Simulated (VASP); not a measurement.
# CoSi (zincblende type) (F-43m) in VASP: a series of runs

Runs on CoSi (zincblende type). Level: PBEsol. Tasks: single point, relaxation of cell and atoms.

All numbers are computed with VASP 6.6.1; they aren't measurements. Logs are shortened: lines on timing, memory, paths and dates and some standing lists are left out, and cuts for length are marked.

### 1 The cell of the first run

The structure is cubic, space group F-43m (No. 216). Conventional cell: a = 4.064 Å, b = 4.064 Å, c = 4.064 Å, α = 90.00°, β = 90.00°, γ = 90.00°. Within 2.3 Å of Co (site symmetry -43m) lie 4 Si at 1.76 Å. Si (site symmetry -43m) has 4 Co at 1.76 Å within 2.3 Å.

### 2 Single point, PBEsol, collinear spin, ferromagnetic start

The input, INCAR:

```
SYSTEM = CoSi
ALGO     = Normal         ! electronic algorithm
EDIFF    = 1E-6           ! SCF threshold, eV
ENCUT    = 520            ! plane-wave cutoff, eV
GGA      = PS             ! functional
ISIF     = 2              ! what is computed and relaxed
ISMEAR   = -1             ! smearing method
ISPIN    = 2              ! spin polarisation
LASPH    = .TRUE.         ! aspherical terms in the spheres
LCHARG   = .FALSE.        ! write CHGCAR
LMAXMIX  = 4              ! l up to which the mixer works
LORBIT   = 11             ! projections on sites
LREAL    = .FALSE.        ! projectors in reciprocal space
LWAVE    = .FALSE.        ! write WAVECAR
MAGMOM   = 1.7 0          ! initial moments
NBANDS   = 18             ! bands
NELM     = 150            ! most SCF steps
PREC     = Accurate       ! precision mode
SIGMA    = 0.08           ! smearing width, eV
```

The input, KPOINTS:

```
k-points
0
G
  15 15 15
  0 0 0
```

The input, POSCAR:

```
CoSi
1.0
    0.0000000000      2.0317526141      2.0317526141
    2.0317526141      0.0000000000      2.0317526141
    2.0317526141      2.0317526141      0.0000000000
Co Si
1 1
Direct
    0.0000000000      0.0000000000      0.0000000000
    0.2500000000      0.2500000000      0.2500000000
```

Potentials or basis: VASP PAW PBE potentials, release 64 (Co, Si).

The run is started by

```bash
$ cat potpaw_PBE.64/Co/POTCAR potpaw_PBE.64/Si/POTCAR > POTCAR
$ mpirun -np 1 vasp_std > vasp.out
```

OUTCAR:

```text
SYSTEM = CoSi
   EDIFF = 1E-6
   ENCUT = 520
   GGA = PS
   ISIF = 2
   ISMEAR = -1
   ISPIN = 2
   LASPH = .TRUE.
   LORBIT = 11
   LREAL = .FALSE.
   NELM = 150
   PREC = Accurate

 ion  position               nearest neighbor table
   1  0.000  0.000  0.000-   2 1.76   2 1.76   2 1.76   2 1.76
   2  0.250  0.250  0.250-   1 1.76   1 1.76   1 1.76   1 1.76

  LATTYP: Found a face centered cubic cell.
 ALAT       =     4.0635052282

  Lattice vectors:

 A1 = (   0.0000000000,   2.0317526141,   2.0317526141)
 A2 = (   2.0317526141,   0.0000000000,   2.0317526141)
 A3 = (   2.0317526141,   2.0317526141,   0.0000000000)

Analysis of symmetry for initial positions (statically):
=====================================================================
 Subroutine PRICEL returns:
 Original cell was already a primitive cell.

 Routine SETGRP: Setting up the symmetry group for a
 face centered cubic supercell.

 Subroutine GETGRP returns: Found 24 space group operations
 (whereof 24 operations were pure point group operations)
 out of a pool of 48 trial point group operations.

The static configuration has the point symmetry T_d .

Analysis of symmetry for dynamics (positions and initial velocities):
=====================================================================
 Subroutine PRICEL returns:
 Original cell was already a primitive cell.

 Routine SETGRP: Setting up the symmetry group for a
 face centered cubic supercell.

 Subroutine GETGRP returns: Found 24 space group operations
 (whereof 24 operations were pure point group operations)
 out of a pool of 48 trial point group operations.

The dynamic configuration has the point symmetry T_d .

Analysis of structural, dynamic, and magnetic symmetry:
=====================================================================
 Subroutine PRICEL returns:
 Original cell was already a primitive cell.

 Routine SETGRP: Setting up the symmetry group for a
 face centered cubic supercell.

 Subroutine GETGRP returns: Found 24 space group operations
 (whereof 24 operations were pure point group operations)
 out of a pool of 48 trial point group operations.

The overall configuration has the point symmetry T_d .

 Subroutine INISYM returns: Found 24 space group operations
 (whereof 24 operations are pure point group operations),
 and found     1 'primitive' translations

----------------------------------------------------------------------------------------

                                     Primitive cell

  volume of cell :      16.7742

  direct lattice vectors                    reciprocal lattice vectors
     0.000000000  2.031752614  2.031752614    -0.246092953  0.246092953  0.246092953
     2.031752614  0.000000000  2.031752614     0.246092953 -0.246092953  0.246092953
     2.031752614  2.031752614  0.000000000     0.246092953  0.246092953 -0.246092953

  length of vectors
     2.873332102  2.873332102  2.873332102     0.426245497  0.426245497  0.426245497

  position of ions in fractional coordinates (direct lattice)
     0.000000000  0.000000000  0.000000000
     0.250000000  0.250000000  0.250000000

  ion indices of the primitive-cell ions
   primitive index   ion index
                 1           1
                 2           2

----------------------------------------------------------------------------------------

 KPOINTS: k-points

Automatic generation of k-mesh.
 Grid dimensions read from file:
 generate k-points for:   15   15   15

 Generating k-lattice:

  Cartesian coordinates                     Fractional coordinates (reciprocal lattice)
    -0.016406197  0.016406197  0.016406197     0.066666667  0.000000000  0.000000000
     0.016406197 -0.016406197  0.016406197     0.000000000  0.066666667  0.000000000
     0.016406197  0.016406197 -0.016406197     0.000000000  0.000000000  0.066666667

  Length of vectors
     0.028416366  0.028416366  0.028416366

  Shift w.r.t. Gamma in fractional coordinates (k-lattice)
     0.000000000  0.000000000  0.000000000

 Subroutine IBZKPT returns following result:
 ===========================================

 Found    120 irreducible k-points:

 Following reciprocal coordinates:
            Coordinates               Weight
  0.000000  0.000000  0.000000      1.000000
  0.066667  0.000000  0.000000      8.000000
  0.133333  0.000000  0.000000      8.000000
  0.200000  0.000000  0.000000      8.000000
  0.266667  0.000000  0.000000      8.000000
  0.333333  0.000000  0.000000      8.000000
[... 16 lines left out ...]
  0.133333  0.133333  0.000000      6.000000
  0.200000  0.133333  0.000000     24.000000
 [... further k-points ...]
   k-points           NKPTS =    120   k-points in BZ     NKDIM =    120   number of bands    NBANDS=     18
   number of dos      NEDOS =    301   number of ions     NIONS =      2
   total plane-waves  NPLWV =  13824
   dimension x,y,z NGX =    24 NGY =   24 NGZ =   24
   dimension x,y,z NGXF=    48 NGYF=   48 NGZF=   48
   ions per type =               1   1
   NGX,Y,Z   is equivalent  to a cutoff of  13.89, 13.89, 13.89 a.u.
   NGXF,Y,Z  is equivalent  to a cutoff of  27.77, 27.77, 27.77 a.u.
 SYSTEM =  CoSi
   PREC   = accura    normal or accurate (medium, high low for compatibility)
   ISTART =      0    job   : 0-new  1-cont  2-samecut
   ICHARG =      2    charge: 1-file 2-atom 10-const
   ISPIN  =      2    spin polarized calculation?
   LNONCOLLINEAR =      F non collinear calculations
   LSORBIT =      F    spin-orbit coupling
   LASPH  =      T    aspherical Exc in radial PAW
   ENCUT  =  520.0 eV  38.22 Ry    6.18 a.u.   5.34  5.34  5.34*2*pi/ulx,y,z
   NELM   =    150;   NELMIN=  2; NELMDL= -5     # of ELM steps
   EDIFF  = 0.1E-05   stopping-criterion for ELM
   LREAL  =      F    real-space projection
   EDIFFG = 0.1E-04   stopping-criterion for IOM
   NSW    =      0    number of steps for IOM
   IBRION =     -1    ionic relax: 0-MD 1-quasi-New 2-CG
   NFREE  =      0    steps in history (QN), initial steepest desc. (CG)
   ISIF   =      2    stress and relaxation
   ISYM   =      2    0-nonsym 1-usesym 2-fastsym
   POTIM  = 0.5000    time-step for ionic-motion
   TEBEG  =    0.0;   TEEND  =   0.0 temperature during run
   PSTRESS=    0.0 pullay stress
   NELECT =      13.0000    total number of electrons
   NUPDOWN=      -1.0000    fix difference up-down
   EMIN   =  10.00;   EMAX   =-10.00  energy-range for DOS
   EFERMI =   0.00;   METHOD = LEGACY
   ISMEAR =    -1;   SIGMA  =   0.08  broadening in eV -4-tet -1-fermi 0-gaus
   EFERMI_NEDOS =   21; number of points for ismear=-14 and -15
   IALGO  =     38    algorithm
   IMIX   =      4    mixing-type and parameters
     AMIX     =   0.40;   BMIX     =  1.00
     AMIX_MAG =   1.60;   BMIX_MAG =  1.00
  volume/ion in A,a.u.               =       8.39        56.60
  Fermi-wavevector in a.u.,A,eV,Ry     =   1.503748  2.841672 30.766292  2.261259
  Thomas-Fermi vector in A             =   2.614818
   LORBIT       =     11    0 simple, 1 ext, 2 COOP (PROOUT), +10 PAW based schemes
   GGA     = PS    functional components
   LHFCALC =     F    Hartree Fock is set to
   AEXX    =    0.0000 exact exchange contribution
   IVDW    =     0    specifies the selected vdW correction
   LEPSILON=     F    determine dielectric tensor
   LRPA    =     F    only Hartree local field effects (RPA)
 spin polarized calculation
  energy-cutoff  :      520.00
  volume of cell :       16.77
 maximum number of plane-waves:       464
 NGX is ok and might be reduce to    24
   NGX = 11   NGY = 11   NGZ = 11

 number of electron      13.0000001 magnetization       0.0082401

 number of electron      13.0000001 magnetization      -0.0006907

 Free energy of the ion-electron system (eV)
  ---------------------------------------------------
  ext. energy  EPLUGINS =         0.00000000
  ---------------------------------------------------
  free energy    TOTEN  =        -5.08655050 eV

  energy without entropy =       -5.07624708  energy(sigma->0) =       -5.08139879

 E-fermi :  16.0987     XC(G=0): -14.0559

 val. band max:       16.0908113915   @ k =  -0.3333   0.1333   0.0000
 cond. band min:      16.1105444474   @ k =  -0.4667   0.4667   0.0667
 fundamental gap:      0.0197330559
 Fermi energy:        16.0986681088

 spin component 1

 k-point     1 :       0.0000    0.0000    0.0000
  band No.  band energies     occupation
      1       1.2008      1.00000
      2      10.8791      1.00000
      3      10.8791      1.00000
      4      10.8791      1.00000
      5      12.7618      1.00000
      6      12.7618      1.00000
[... 10 lines left out ...]
     17      37.4681      0.00000
     18      37.4681      0.00000
[... 463 lines left out ...]
 k-point    24 :       0.2000    0.1333    0.0000
  band No.  band energies     occupation
      1       2.3053      1.00000
      2      10.4437      1.00000
      3      11.2121      1.00000
      4      11.2300      1.00000
      5      12.1511      1.00000
      6      13.0264      1.00000
[... 10 lines left out ...]
     17      40.1973      0.00000
     18      40.5613      0.00000

 [... further k-points ...]

 spin component 2

 k-point     1 :       0.0000    0.0000    0.0000
  band No.  band energies     occupation
      1       1.2009      1.00000
      2      10.8797      1.00000
      3      10.8797      1.00000
      4      10.8797      1.00000
      5      12.7625      1.00000
      6      12.7625      1.00000
[... 10 lines left out ...]
     17      37.4682      0.00000
     18      37.4682      0.00000
[... 463 lines left out ...]
 k-point    24 :       0.2000    0.1333    0.0000
  band No.  band energies     occupation
      1       2.3053      1.00000
      2      10.4442      1.00000
      3      11.2126      1.00000
      4      11.2305      1.00000
      5      12.1517      1.00000
      6      13.0271      1.00000
[... 10 lines left out ...]
     17      40.1974      0.00000
     18      40.5613      0.00000

 [... further k-points ...]
[... 5 lines left out ...]
  --------------------------------------------------------------------------------------
  -------------------------------------------------------------------------------------
  Total       29.1726661     29.1726661     29.1726661     -0.0000000     -0.0000000      0.0000000
  in kB     2786.4049108   2786.4049108   2786.4049108     -0.0000000     -0.0000000      0.0000000
  external PRESSURE =    2786.4049108 kB  Pullay stress =       0.0000000 kB

 VOLUME and BASIS-vectors are now :
 -----------------------------------------------------------------------------
  energy-cutoff  :      520.00
  volume of cell :       16.77
      direct lattice vectors                 reciprocal lattice vectors
     0.000000000  2.031752614  2.031752614    -0.246092953  0.246092953  0.246092953
     2.031752614  0.000000000  2.031752614     0.246092953 -0.246092953  0.246092953
     2.031752614  2.031752614  0.000000000     0.246092953  0.246092953 -0.246092953

 POSITION                                       TOTAL-FORCE (eV/Angst)
 -----------------------------------------------------------------------------------
      0.00000      0.00000      0.00000         0.000000      0.000000      0.000000
      1.01588      1.01588      1.01588        -0.000000     -0.000000     -0.000000
 -----------------------------------------------------------------------------------
    total drift:                                0.000000      0.000000     -0.000000

  FREE ENERGIE OF THE ION-ELECTRON SYSTEM (eV)
  ---------------------------------------------------
  free  energy   TOTEN  =        -5.0865504972 eV

  energy  without entropy=       -5.0762470815  energy(sigma->0) =       -5.08139879

 total charge

# of ion       s       p       d       tot
------------------------------------------
    1        0.871   0.870   8.563  10.305
    2        0.980   1.307   0.000   2.286
--------------------------------------------------
tot          1.851   2.176   8.563  12.591

 magnetization (x)

# of ion       s       p       d       tot
------------------------------------------
    1       -0.000  -0.000   0.000   0.000
    2        0.000  -0.000   0.000  -0.000
--------------------------------------------------
tot         -0.000  -0.000   0.000   0.000
```

It took 24 s on 1 thread of Intel Xeon 6975P-C (Granite Rapids), shared host; peak memory 0.19 GiB.

Results:

```
Free energy                                           : -5.0866 eV
Pressure                                              : 278.6 GPa
Net moment                                            : 0.00 μB per cell
Valence electrons inside the program's atomic spheres : Co 10.30; Si 2.29
```

Caveat: the starting moments collapsed, and a magnetic state may lie lower; the PAW data sets were made with another functional, which shifts forces and pressure a little.

(Part 1 of 2 ends here.)
